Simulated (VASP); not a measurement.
# ZnBi3 (Pm-3m) in VASP: a series of runs, part 2 of 2

VASP 6.6.1. Earlier steps stand in the parts before.

### 3 Single point, PBEsol

Input file INCAR:

```
PREC = Accurate
ENCUT = 520
EDIFF = 1E-7
ISMEAR = -1
SIGMA = 0.05
LREAL = F
LASPH = T
NELM = 80
ALGO = Normal
ISIF = 2
LWAVE = F
LCHARG = T
GGA = PS
LELF = T
LVHAR = T
NBANDS = 36
```

Input file KPOINTS:

```
Automatic mesh
0
Gamma
  3 3 3
```

Input file POSCAR:

```
ZnBi3
1.0
    4.8731640000      0.0000000000      0.0000000000
    0.0000000000      4.8731640000      0.0000000000
    0.0000000000      0.0000000000      4.8731640000
Bi Zn
3 1
Direct
    0.5000000000      0.5000000000      0.0000000000
    0.5000000000      0.0000000000      0.5000000000
    0.0000000000      0.5000000000      0.5000000000
    0.0000000000      0.0000000000      0.0000000000
```

Potentials or basis: VASP PAW PBE potentials, release 64 (Bi_d, Zn).

Command:

```
$ cat potpaw_PBE.64/Bi_d/POTCAR potpaw_PBE.64/Zn/POTCAR > POTCAR
$ mpirun -np 1 vasp_std > vasp.out
```

OUTCAR:

```text
PREC = Accurate
   ENCUT = 520
   EDIFF = 1E-7
   ISMEAR = -1
   LREAL = F
   LASPH = T
   NELM = 80
   ISIF = 2
   GGA = PS

 ion  position               nearest neighbor table
   1  0.500  0.500  0.000-   2 3.45   3 3.45   4 3.45   2 3.45   3 3.45   2 3.45   4 3.45   2 3.45
                             3 3.45   4 3.45   3 3.45   4 3.45
   2  0.500  0.000  0.500-   1 3.45   3 3.45   4 3.45   1 3.45   4 3.45   1 3.45   3 3.45   1 3.45
                             3 3.45   4 3.45   4 3.45   3 3.45
   3  0.000  0.500  0.500-   1 3.45   2 3.45   4 3.45   1 3.45   4 3.45   2 3.45   4 3.45   4 3.45
                             1 3.45   2 3.45   1 3.45   2 3.45
   4  0.000  0.000  0.000-   1 3.45   2 3.45   3 3.45   2 3.45   3 3.45   1 3.45   3 3.45   3 3.45
                             1 3.45   2 3.45   2 3.45   1 3.45

  LATTYP: Found a simple cubic cell.
 ALAT       =     4.8731640000

  Lattice vectors:

 A1 = (   4.8731640000,   0.0000000000,   0.0000000000)
 A2 = (   0.0000000000,   4.8731640000,   0.0000000000)
 A3 = (   0.0000000000,   0.0000000000,   4.8731640000)

Analysis of symmetry for initial positions (statically):
=====================================================================
[... 156 lines left out ...]
 val. band max:        6.0486492594   @ k =   0.3333   0.3333   0.0000
 cond. band min:       6.0925433175   @ k =   0.3333   0.0000   0.0000
 fundamental gap:      0.0438940582
 Fermi energy:         6.0587942607

 k-point     1 :       0.0000    0.0000    0.0000
  band No.  band energies     occupation
      1     -16.6648      2.00000
      2     -16.6648      2.00000
      3     -16.6648      2.00000
      4     -16.6439      2.00000
      5     -16.5490      2.00000
      6     -16.5490      2.00000
[... 145 lines left out ...]
     35      12.7990      0.00000
     36      12.7990      0.00000

------------------------ aborting loop because EDIFF is reached ----------------------------------------

  FORCE on cell =-STRESS in cart. coord.  units (eV):
  Direction    XX          YY          ZZ          XY          YZ          ZX
  --------------------------------------------------------------------------------------
  -------------------------------------------------------------------------------------
  Total       -1.6839045     -1.6839045     -1.6839045     -0.0000000      0.0000000     -0.0000000
  in kB      -23.3128274    -23.3128274    -23.3128274     -0.0000000      0.0000000     -0.0000000
  external PRESSURE =     -23.3128274 kB  Pullay stress =       0.0000000 kB

 VOLUME and BASIS-vectors are now :
 -----------------------------------------------------------------------------
  energy-cutoff  :      520.00
  volume of cell :      115.73
      direct lattice vectors                 reciprocal lattice vectors
     4.873164000  0.000000000  0.000000000     0.205205489  0.000000000  0.000000000
     0.000000000  4.873164000  0.000000000     0.000000000  0.205205489  0.000000000
     0.000000000  0.000000000  4.873164000     0.000000000  0.000000000  0.205205489

 POSITION                                       TOTAL-FORCE (eV/Angst)
 -----------------------------------------------------------------------------------
      2.43658      2.43658      0.00000         0.000000      0.000000      0.000000
      2.43658      0.00000      2.43658         0.000000      0.000000      0.000000
      0.00000      2.43658      2.43658         0.000000      0.000000      0.000000
      0.00000      0.00000      0.00000         0.000000      0.000000      0.000000
 -----------------------------------------------------------------------------------
    total drift:                                0.000000      0.000000      0.000000

  FREE ENERGIE OF THE ION-ELECTRON SYSTEM (eV)
  ---------------------------------------------------
  free  energy   TOTEN  =       -13.5523942464 eV

  energy  without entropy=      -13.5048417482  energy(sigma->0) =      -13.52861800
```

OSZICAR:

```text
N       E                     dE             d eps       ncg     rms          rms(c)
DAV:   1     0.609145452734E+03    0.60915E+03   -0.29076E+04   288   0.200E+03
DAV:   2     0.565951801104E+02   -0.55255E+03   -0.54469E+03   288   0.534E+02
DAV:   3    -0.105077600873E+02   -0.67103E+02   -0.66267E+02   344   0.192E+02
DAV:   4    -0.134921556145E+02   -0.29844E+01   -0.29622E+01   316   0.430E+01
DAV:   5    -0.136336017390E+02   -0.14145E+00   -0.14141E+00   408   0.848E+00    0.144E+00
DAV:   6    -0.135607164791E+02    0.72885E-01   -0.39534E-01   352   0.629E+00    0.118E+00
DAV:   7    -0.135545184701E+02    0.61980E-02   -0.30218E-02   336   0.157E+00    0.557E-01
DAV:   8    -0.135524292518E+02    0.20892E-02   -0.71885E-03   336   0.682E-01    0.889E-02
DAV:   9    -0.135523970048E+02    0.32247E-04   -0.71624E-04   336   0.292E-01    0.208E-02
DAV:  10    -0.135523965216E+02    0.48318E-06   -0.62113E-05   376   0.683E-02    0.154E-02
DAV:  11    -0.135523944902E+02    0.20314E-05   -0.86329E-06   316   0.163E-02    0.258E-03
DAV:  12    -0.135523944579E+02    0.32307E-07   -0.13992E-06   292   0.832E-03    0.834E-04
DAV:  13    -0.135523942706E+02    0.18726E-06   -0.49629E-08   176   0.177E-03    0.445E-04
DAV:  14    -0.135523942464E+02    0.24178E-07   -0.25369E-08   168   0.126E-03
   1 F= -.13552394E+02 E0= -.13528618E+02  d E =-.475525E-01
```

stdout:

```text
POSCAR found type information on POSCAR BiZn
 POSCAR found :  2 types and       4 ions
 scaLAPACK will be used
 -----------------------------------------------------------------------------
|                                                                             |
|                                                                             |
|     You enforced a specific xc type in the INCAR file but a different       |
|     I HOPE YOU KNOW WHAT YOU ARE DOING!                                     |
|                                                                             |
 -----------------------------------------------------------------------------

 LDA part: xc-table for (Slater+PW92), standard interpolation
 POSCAR, INCAR and KPOINTS ok, starting setup
 FFT: planning ... GRIDC
 FFT: planning ... GRID_SOFT
 FFT: planning ... GRID
 WAVECAR not read
 entering main loop
```

It took 33 s on 1 thread of Intel Xeon 6975P-C, shared host; peak memory 0.2 GiB.

Results:

```yaml
Free_energy: -13.5524 eV
Pressure: -2.3 GPa
```

Caveat: the k points lie up to 0.43 Å⁻¹ apart; the PAW data sets were made with another functional, which shifts forces and pressure a little; spin-orbit coupling is left out, which moves the levels of the heavy elements.

### 4 Single point, RPBE

Input file INCAR:

```
SYSTEM = ZnBi3
PREC = Accurate
ENCUT = 520
EDIFF = 1E-6
ISMEAR = -1
SIGMA = 0.05
LREAL = .FALSE.
LASPH = .TRUE.
NELM = 100
ALGO = Normal
ISIF = 2
LWAVE = .FALSE.
LCHARG = .TRUE.
GGA = RP
LELF = .TRUE.
LVHAR = .TRUE.
NBANDS = 36
```

Input file KPOINTS:

```
regular mesh
0
G
  3 3 3
  0 0 0
```

POSCAR is that of step 3.

Command:

```
$ cat potpaw_PBE.64/Bi_d/POTCAR potpaw_PBE.64/Zn/POTCAR > POTCAR
$ mpirun -np 1 vasp_std > vasp.out
```

Run time: 29 s. Hardware: 1 thread of Intel Xeon 6975P-C, shared host; peak memory 0.2 GiB.

It converged, with:

| Property | Result |
| --- | --- |
| Free energy | -10.3862 eV |
| Pressure | 1.9 GPa |

Levels at points of the mesh, in eV from the Fermi level:
| k point | band 24 | band 25 | band 26 | band 27 | band 28 | band 29 | band 30 | band 31 | band 32 | band 33 |
| --- | --- | --- | --- | --- | --- | --- | --- | --- | --- | --- |
| (0.00, 0.00, 0.00) | -3.59 | -3.59 | -3.59 | -1.90 | 1.22 | 1.22 | 1.22 | 2.59 | 2.59 | 2.59 |

Caveat: the k points lie up to 0.43 Å⁻¹ apart; the PAW data sets were made with another functional, which shifts forces and pressure a little; spin-orbit coupling is left out, which moves the levels of the heavy elements.

### 5 Single point, revPBE

Input file INCAR:

```
  PREC = Accurate
  ENCUT = 520
  EDIFF = 1E-6
  ISMEAR = -1
  SIGMA = 0.05
  LREAL = False
  LASPH = True
  NELM = 60
  ALGO = Normal
  ISIF = 2
  LWAVE = False
  LCHARG = False
  GGA = RE
  NBANDS = 36
```

Input file KPOINTS:

```
Automatic mesh
0
Gamma
  3 3 3
```

POSCAR is that of step 4.

Command:

```
$ cat potpaw_PBE.64/Bi_d/POTCAR potpaw_PBE.64/Zn/POTCAR > POTCAR
$ mpirun -np 1 vasp_std > vasp.out
```

Wall time 24 s (1 thread of Intel Xeon 6975P-C, shared host); peak memory 0.2 GiB.

Results (log left out):

```yaml
Free_energy: -10.6219 eV
Pressure: 1.5 GPa
```

Levels at points of the mesh, in eV from the Fermi level:
```csv
k point,band 24,band 25,band 26,band 27,band 28,band 29,band 30,band 31,band 32,band 33
"(0.00, 0.00, 0.00)",-3.59,-3.59,-3.59,-1.91,1.22,1.22,1.22,2.59,2.59,2.59
```

Caveat: the k points lie up to 0.43 Å⁻¹ apart; the PAW data sets were made with another functional, which shifts forces and pressure a little; spin-orbit coupling is left out, which moves the levels of the heavy elements.

### 6 Single point, BLYP

Input file INCAR:

```
SYSTEM = ZnBi3
AGGAC = 1.0
AGGAX = 1.0
ALDAC = 0.0
ALDAX = 1.0
ALGO = Normal
EDIFF = 1E-7
ENCUT = 520
GGA = B5
ISIF = 2
ISMEAR = -1
LASPH = .TRUE.
LCHARG = .TRUE.
LELF = .TRUE.
LREAL = .FALSE.
LVHAR = .TRUE.
LWAVE = .FALSE.
NBANDS = 36
NELM = 100
PREC = Accurate
SIGMA = 0.05
```

Input file KPOINTS:

```
k-points
0
G
  3 3 3
  0 0 0
```

POSCAR is that of step 5.

Potentials or basis: VASP PAW PBE potentials, release 64 (Bi_d, Zn).

Command:

```
$ cat potpaw_PBE.64/Bi_d/POTCAR potpaw_PBE.64/Zn/POTCAR > POTCAR
$ mpirun -np 1 vasp_std > vasp.out
```

OUTCAR:

```text
SYSTEM = ZnBi3
   EDIFF = 1E-7
   ENCUT = 520
   GGA = B5
   ISIF = 2
   ISMEAR = -1
   LASPH = .TRUE.
   LREAL = .FALSE.
   NELM = 100
   PREC = Accurate

 ion  position               nearest neighbor table
   1  0.500  0.500  0.000-   2 3.45   3 3.45   4 3.45   2 3.45   3 3.45   2 3.45   4 3.45   2 3.45
                             3 3.45   4 3.45   3 3.45   4 3.45
   2  0.500  0.000  0.500-   1 3.45   3 3.45   4 3.45   1 3.45   4 3.45   1 3.45   3 3.45   1 3.45
                             3 3.45   4 3.45   4 3.45   3 3.45
   3  0.000  0.500  0.500-   1 3.45   2 3.45   4 3.45   1 3.45   4 3.45   2 3.45   4 3.45   4 3.45
                             1 3.45   2 3.45   1 3.45   2 3.45
   4  0.000  0.000  0.000-   1 3.45   2 3.45   3 3.45   2 3.45   3 3.45   1 3.45   3 3.45   3 3.45
                             1 3.45   2 3.45   2 3.45   1 3.45

  LATTYP: Found a simple cubic cell.
 ALAT       =     4.8731640000

  Lattice vectors:

 A1 = (   4.8731640000,   0.0000000000,   0.0000000000)
 A2 = (   0.0000000000,   4.8731640000,   0.0000000000)
 A3 = (   0.0000000000,   0.0000000000,   4.8731640000)

Analysis of symmetry for initial positions (statically):
[... 155 lines left out ...]
 E-fermi :   6.7221     XC(G=0):  -9.5534

 val. band max:        6.6967184074   @ k =   0.3333   0.3333   0.0000
 cond. band min:       6.7965370450   @ k =   0.3333   0.0000   0.0000
 fundamental gap:      0.0998186376
 Fermi energy:         6.7220558377

 k-point     1 :       0.0000    0.0000    0.0000
  band No.  band energies     occupation
      1     -16.0446      2.00000
      2     -16.0446      2.00000
      3     -16.0446      2.00000
      4     -16.0232      2.00000
      5     -15.9252      2.00000
      6     -15.9252      2.00000
[... 145 lines left out ...]
     35      13.4104      0.00000
     36      13.4104      0.00000

------------------------ aborting loop because EDIFF is reached ----------------------------------------

  FORCE on cell =-STRESS in cart. coord.  units (eV):
  Direction    XX          YY          ZZ          XY          YZ          ZX
  --------------------------------------------------------------------------------------
  -------------------------------------------------------------------------------------
  Total        3.3526453      3.3526453      3.3526453      0.0000000      0.0000000      0.0000000
  in kB       46.4157216     46.4157216     46.4157216      0.0000000      0.0000000      0.0000000
  external PRESSURE =      46.4157216 kB  Pullay stress =       0.0000000 kB

 VOLUME and BASIS-vectors are now :
 -----------------------------------------------------------------------------
  energy-cutoff  :      520.00
  volume of cell :      115.73
      direct lattice vectors                 reciprocal lattice vectors
     4.873164000  0.000000000  0.000000000     0.205205489  0.000000000  0.000000000
     0.000000000  4.873164000  0.000000000     0.000000000  0.205205489  0.000000000
     0.000000000  0.000000000  4.873164000     0.000000000  0.000000000  0.205205489

 POSITION                                       TOTAL-FORCE (eV/Angst)
 -----------------------------------------------------------------------------------
      2.43658      2.43658      0.00000         0.000000      0.000000      0.000000
      2.43658      0.00000      2.43658         0.000000      0.000000      0.000000
      0.00000      2.43658      2.43658         0.000000      0.000000      0.000000
      0.00000      0.00000      0.00000         0.000000      0.000000      0.000000
 -----------------------------------------------------------------------------------
    total drift:                                0.000000      0.000000      0.000000

  FREE ENERGIE OF THE ION-ELECTRON SYSTEM (eV)
  ---------------------------------------------------
  free  energy   TOTEN  =        -8.8481954370 eV

  energy  without entropy=       -8.8060234545  energy(sigma->0) =       -8.82710945
```

stdout:

```text
POSCAR found type information on POSCAR BiZn
 POSCAR found :  2 types and       4 ions
 scaLAPACK will be used
 -----------------------------------------------------------------------------
|                                                                             |
|                                                                             |
|     You enforced a specific xc type in the INCAR file but a different       |
|     I HOPE YOU KNOW WHAT YOU ARE DOING!                                     |
|                                                                             |
 -----------------------------------------------------------------------------

 LDA part: xc-table for (Slater(with rela. corr.)+VWN5), standard interpolation
 POSCAR, INCAR and KPOINTS ok, starting setup
 FFT: planning ... GRIDC
 FFT: planning ... GRID_SOFT
 FFT: planning ... GRID
 WAVECAR not read
 entering main loop
```

Run time: 63 s. Hardware: 1 thread of Intel Xeon 6975P-C, shared host; peak memory 0.2 GiB.

What came out:

| Item | Value |
| --- | --- |
| Free energy | -8.8482 eV |
| Pressure | 4.6 GPa |

Caveat: the k points lie up to 0.43 Å⁻¹ apart; the PAW data sets were made with another functional, which shifts forces and pressure a little; spin-orbit coupling is left out, which moves the levels of the heavy elements.

### 7 Overview

| level | potentials or basis | gap on the mesh (eV) | pressure (GPa) |
| --- | --- | --- | --- |
| LDA | VASP PAW LDA potentials, release 64 (Bi_d, Zn) | none | -3.6 |
| PBEsol | VASP PAW PBE potentials, release 64 (Bi_d, Zn) | none | -2.3 |
| RPBE | VASP PAW PBE potentials, release 64 (Bi_d, Zn) | none | 1.9 |
| revPBE | VASP PAW PBE potentials, release 64 (Bi_d, Zn) | none | 1.5 |
| BLYP | VASP PAW PBE potentials, release 64 (Bi_d, Zn) | none | 4.6 |

Alike in all rows: task single point; no spin polarisation; cell as given; k mesh 3 × 3 × 3; cutoff (eV) 520; smearing fermi-dirac 0.05 eV.

Caveats: all runs use coarse meshes; spin-orbit coupling is left out, which moves the levels of the heavy elements; the PAW data sets were made with another functional, which shifts forces and pressure a little (some runs).

Total energies depend on the potentials used, so only differences within one code and one set of settings carry meaning.
